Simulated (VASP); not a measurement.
MgO, 12 atoms in the cell. Symmetry: P3m1, No. 156, trigonal system. The conventional cell has a = 2.981 Å, b = 2.981 Å, c = 15.402 Å, α = 90.00°, β = 90.00°, γ = 120.00°. Mg (site symmetry 3m) has 6 O at 2.11 Å within 2.8 Å. Mg (site symmetry 3m) has 6 O at 2.11 Å within 2.8 Å. Within 2.8 Å of Mg (site symmetry 3m) lie 6 O at 2.11 Å. Within 2.8 Å of Mg (site symmetry 3m) lie 6 O at 2.11 Å. Within 2.8 Å of Mg (site symmetry 3m) lie 6 O at 2.11 Å. Within 2.8 Å of Mg (site symmetry 3m) lie 6 O at 2.11 to 2.65 Å. Within 2.8 Å of O (site symmetry 3m) lie 6 Mg at 2.11 Å. Within 2.8 Å of O (site symmetry 3m) lie 6 Mg at 2.11 Å. 

| Property | Result |
| --- | --- |
| Program | VASP 6.6.1 |
| Task | single point |
| Functional | PBEsol |
| Potentials or basis | VASP PAW PBE potentials, release 64 (Mg, O) |
| Cutoff | 520 eV |
| k mesh | 9 × 9 × 2 |
| Occupations | gaussian, width 0.05 eV |
| Spin | no spin polarisation |
| Dipole correction | no |
| Further INCAR settings | ALGO = Normal; EDIFF = 1e-06; NBANDS = 36 |

Potentials or basis: VASP PAW PBE potentials, release 64 (Mg, O).

Command:

```console
$ cat potpaw_PBE.64/Mg/POTCAR potpaw_PBE.64/O/POTCAR > POTCAR
$ mpirun -np 1 vasp_std > vasp.out
```

Hardware: 1 thread of Intel(R) Xeon(R) 6975P-C (Granite Rapids) (shared host).

Task: Estimate the wall time of this run.

Result: It took 74 s on 1 thread of Intel(R) Xeon(R) 6975P-C (Granite Rapids), on a shared host, peak memory 0.28 GiB. Counts: scf iterations 15, k points 24.
